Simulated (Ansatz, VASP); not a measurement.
## Ge32H19N in VASP and in Ansatz

```
CELL_PARAMETERS angstrom
8.00162 8.00162 0.00000
-8.00162 8.00162 0.00000
0.00000 0.00000 20.91290
ATOMIC_POSITIONS crystal
Ge 0.68704 0.31328 0.34260
Ge 0.81211 0.68217 0.34283
Ge 0.05319 0.94767 0.36154
Ge 0.31851 0.18837 0.34271
Ge 0.96899 0.53256 0.38273
Ge 0.21212 0.78771 0.35834
Ge 0.46775 0.03130 0.38258
Ge 0.53381 0.46682 0.38299
Ge 0.87921 0.38595 0.30390
Ge 0.88106 0.87314 0.30107
Ge 0.12771 0.11927 0.30076
Ge 0.38674 0.38114 0.30331
Ge 0.11347 0.62267 0.30285
Ge 0.37755 0.88631 0.30294
Ge 0.61415 0.12123 0.30374
Ge 0.61958 0.61354 0.30315
Ge 0.99896 0.25103 0.23502
Ge 0.00158 0.74757 0.22849
Ge 0.25279 0.99805 0.22841
Ge 0.50015 0.24927 0.22891
Ge 0.24875 0.50081 0.23574
Ge 0.49937 0.75118 0.23574
Ge 0.74898 0.00117 0.23503
Ge 0.75089 0.49963 0.22894
Ge 0.87500 0.12500 0.16446
Ge 0.87500 0.62500 0.16446
Ge 0.12500 0.87500 0.16446
Ge 0.37500 0.12500 0.16446
Ge 0.12500 0.37500 0.16446
Ge 0.37500 0.62500 0.16446
Ge 0.62500 0.87500 0.16446
Ge 0.62500 0.37500 0.16446
H 0.95102 0.04898 0.11954
H 0.79898 0.20102 0.11954
H 0.95102 0.54898 0.11954
H 0.79898 0.70102 0.11954
H 0.20102 0.79898 0.11954
H 0.04898 0.95102 0.11954
H 0.45102 0.04898 0.11954
H 0.29898 0.20102 0.11954
H 0.20102 0.29898 0.11954
H 0.04898 0.45102 0.11954
H 0.45102 0.54898 0.11954
H 0.29898 0.70102 0.11954
H 0.70102 0.79898 0.11954
H 0.54898 0.95102 0.11954
H 0.70102 0.29898 0.11954
H 0.54898 0.45102 0.11954
H 0.01523 0.98576 0.43004
H 0.32928 0.77557 0.45753
H 0.23595 0.66237 0.45381
N 0.24716 0.74958 0.44323
```

Alike in both runs: task single point; functional PBE; dispersion D3(BJ); k mesh 1 × 1 × 1; occupations gaussian, width 0.03 eV; no spin polarisation.

```csv
,VASP,Ansatz
version,VASP 6.6.1,Ansatz 0.2.0
potentials or method,"VASP PAW PBE potentials, release 64 (Ge_d, H, N), cutoff 520 eV","scalar-relativistic, plane waves, PAW"
valence electrons in the cell,472,472
```

Ansatz gave:

```
rms of the force components (eV/Å) : 0.126
```

Task: Which values does VASP return?

Result: rms of the force components (eV/Å): 0.127.
